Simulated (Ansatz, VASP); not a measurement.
**Mo: VASP beside Ansatz**

```
Mo
1.0
    -1.56858    1.56858    1.56858
     1.56858   -1.56858    1.56858
     1.56858    1.56858   -1.56858
Mo
1
Direct
  0.00000 0.00000 0.00000
```

Alike in both runs: functional PBE; dispersion D4; k mesh 18 × 18 × 18; occupations gaussian, width 0.1 eV; no spin polarisation.

Ansatz relaxed the structure, and its values are those at the end. VASP's run is a single point on that final structure, the one shown.

|  | VASP | Ansatz |
| --- | --- | --- |
| version | VASP 6.6.1 | Ansatz 0.2.0 |
| potentials or method | VASP PAW PBE potentials, release 64 (Mo_sv), cutoff 500 eV | scalar-relativistic, plane waves, PAW |
| valence electrons in the cell | 14 | 14 |

```csv
,VASP,Ansatz,Ansatz less VASP
gap on the k mesh at the Fermi level (eV),none,none,-
pressure (GPa),0.6,0.0,-0.57
```

A gap of «none» marks a metal or a gap that the smearing closes.
